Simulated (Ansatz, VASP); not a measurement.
**Pt in VASP and in Ansatz**

File INCAR:

```
SYSTEM = Pt
PREC = Accurate
ENCUT = 600
EDIFF = 1E-6
ISMEAR = -1
SIGMA = 0.05
LREAL = .False.
LASPH = .True.
NELM = 60
ALGO = Normal
ISIF = 3
LWAVE = .False.
LCHARG = .False.
IBRION = 2
NSW = 45
EDIFFG = -0.005
```

The input KPOINTS:

```
regular mesh
0
Gamma
  19 19 19
  0 0 0
```

POSCAR

```
Pt
1.0
   -1.5511364072      1.5511364072      1.5511364072
    1.5511364072     -1.5511364072      1.5511364072
    1.5511364072      1.5511364072     -1.5511364072
Pt
1
Direct
    0.0000000000      0.0000000000      0.0000000000
```

Input for Ansatz:

```yaml
crystal:
  lattice:
    - [-1.5511364072, 1.5511364072, 1.5511364072]
    - [1.5511364072, -1.5511364072, 1.5511364072]
    - [1.5511364072, 1.5511364072, -1.5511364072]
  atoms:
    - { symbol: Pt, position: [0.0, 0.0, 0.0] }
kpoints:
  mp_grid: { grid: [19, 19, 19] }
scf:
  occupations: { method: fermi_dirac, width: 0.05 }
hamiltonian:
  xc: lda
  pseudopotentials: { kind: all_electron, lapw: { basis_error: 0.0005 } }
output:
  forces: true
  stress: true
  eigenvalues: true
  populations: true
relax:
  f_tol: 0.005
  max_steps: 25
  cell: {}
```

Alike in both runs: task relaxation of cell and atoms; functional LDA; k mesh 19 × 19 × 19; occupations fermi-dirac, width 0.05 eV; no spin polarisation.

|  | VASP | Ansatz |
| --- | --- | --- |
| version | VASP 6.6.1 | Ansatz 0.2.0 |
| potentials or method | VASP PAW LDA potentials, release 64 (Pt), cutoff 600 eV | all-electron LAPW, scalar-relativistic |

Ansatz gave:

| Item | Value |
| --- | --- |
| relaxed volume (Å³/atom) | 14.93 |
| relaxed cell length with the largest relative difference (Å) | 2.687 |

Q: Which values does VASP return?

A: Relaxed volume (Å³/atom): 14.97; relaxed cell length with the largest relative difference (Å): 2.689.

LDA's correlation is that of Perdew and Zunger in VASP and of Perdew and Wang (1992) in Ansatz. Ansatz ran all-electron here, and VASP with PAW potentials.

Neither program's run includes spin-orbit coupling.
